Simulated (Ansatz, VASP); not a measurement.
# Zr3SiF2 in VASP and in Ansatz

INCAR

```
PREC     = Accurate       # precision mode
ENCUT    = 520            # plane-wave cutoff, eV
EDIFF    = 1E-6           # SCF threshold, eV
ISMEAR   = 0              # smearing method
SIGMA    = 0.1            # smearing width, eV
LREAL    = F              # projectors in reciprocal space
LASPH    = T              # aspherical terms in the spheres
NELM     = 100            # most SCF steps
ALGO     = Normal         # electronic algorithm
ISIF     = 2              # what is computed and relaxed
LWAVE    = F              # write WAVECAR
LCHARG   = F              # write CHGCAR
GGA      = PE             # functional
NBANDS   = 36             # bands
```

Contents of KPOINTS:

```
Automatic mesh
0
Gamma
  6 6 4
```

POSCAR

```
Zr3SiF2
1.0
    4.5655930900      0.0000000000      0.0000000000
   -2.2827965500      3.9539196000      0.0000000000
    0.0000000000      0.0000000000      5.4449685400
Zr Si F
3 1 2
Direct
    0.3333333300      0.6666666700      0.7282968800
    0.6666666700      0.3333333300      0.2717031200
    0.0000000000      0.0000000000      0.0000000000
    0.0000000000      0.0000000000      0.5000000000
    0.3333333300      0.6666666700      0.2335130600
    0.6666666700      0.3333333300      0.7664869400
```

Input for Ansatz:

```yaml
crystal:
  lattice:
    - [4.56559309, 0.0, 0.0]
    - [-2.28279655, 3.9539196, 0.0]
    - [0.0, 0.0, 5.44496854]
  atoms:
    - { symbol: Zr, position: [0.33333333, 0.66666667, 0.72829688] }
    - { symbol: Zr, position: [0.66666667, 0.33333333, 0.27170312] }
    - { symbol: Zr, position: [0.0, 0.0, 0.0] }
    - { symbol: Si, position: [0.0, 0.0, 0.5] }
    - { symbol: F, position: [0.33333333, 0.66666667, 0.23351306] }
    - { symbol: F, position: [0.66666667, 0.33333333, 0.76648694] }
basis:
  ecutwfc: 420
kpoints:
  mp_grid: { grid: [6, 6, 4] }
hamiltonian:
  xc: pbe
scf:
  occupations: { method: gaussian, width: 0.1 }
  lower_state_search: "off"
output:
  forces: true
  stress: true
  eigenvalues: true
```

Change from the starting cell: species swapped into the Ti3NbAl2 type (P-3m1, No. 164).

Alike in both runs: task single point; functional PBE; k mesh 6 × 6 × 4; occupations gaussian, width 0.1 eV; no spin polarisation.

|  | VASP | Ansatz |
| --- | --- | --- |
| version | VASP 6.6.1 | Ansatz 0.2.0 |
| potentials or method | VASP PAW PBE potentials, release 64 (Zr_sv, Si, F), cutoff 520 eV | scalar-relativistic, plane waves, PAW |
| valence electrons in the cell | 54 | 54 |

```csv
,VASP,Ansatz,Ansatz less VASP
gap on the k mesh at the Fermi level (eV),none,none,-
pressure (GPa),1.5,1.5,+0.07
"traceless stress, the component that is largest in VASP (GPa)",-1.23,-1.23,-0.003
rms of the force components (eV/Å),0.453,0.453,-0.0002
```

Atom by atom the forces differ by 0.001 eV/Å (rms over components). A gap of «none» marks a metal or a gap that the smearing closes.
